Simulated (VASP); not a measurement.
Runs of VASP 6.6.1 on SiO2. The structure is that of space group I-42d (No. 122), or close to it. The cells are those of the table. 

| task | cell | gap on the mesh (eV) | pressure (GPa) | largest force (eV/Å) |
| --- | --- | --- | --- | --- |
| electric field gradients | a = 4.926 Å, angles 123.7, 123.7, 83.8°, 6 atoms | 6.36 | 13.8 | 0.91 |
| single point | a = 4.926 Å, angles 123.7, 123.7, 83.8°, 6 atoms | 6.36 | 13.8 | 0.91 |
| single point | a = 4.995 Å, angles 123.7, 123.7, 83.8°, 6 atoms | (c) | 5.3 | (d) |
| single point | a = 5.051 Å, angles 123.3, 123.3, 84.3°, 6 atoms | 5.85 | -1.6 | (b) |
| electric field gradients | a = 5.128 Å, angles 123.7, 123.7, 83.8°, 6 atoms | 5.57 | -7.3 | 0.66 |
| single point | a = 5.074 Å, angles 123.0, 123.0, 84.9°, 6 atoms | 5.73 | -4.6 | 0.48 |
| single point | a = 5.007 Å, angles 124.0, 124.0, 83.2°, 6 atoms | 6.09 | 5.2 | 0.31 |
| single point | a = 5.012 Å, angles 123.7, 123.7, 83.8°, 6 atoms | 6.04 | 3.4 | (a) |

Alike in all rows: level PBEsol; potentials or basis VASP PAW PBE potentials, release 64 (Si, O); no spin polarisation; k mesh 7 × 7 × 7; cutoff (eV) 520; smearing fermi-dirac 0.03 eV.

Task: Estimate the missing entries.

Result: (a) 0.16; (b) 0.24; (c) 6.10; (d) 0.30.

Caveats: the PAW data sets were made with another functional, which shifts forces and pressure a little.

A k mesh can miss the band edges.
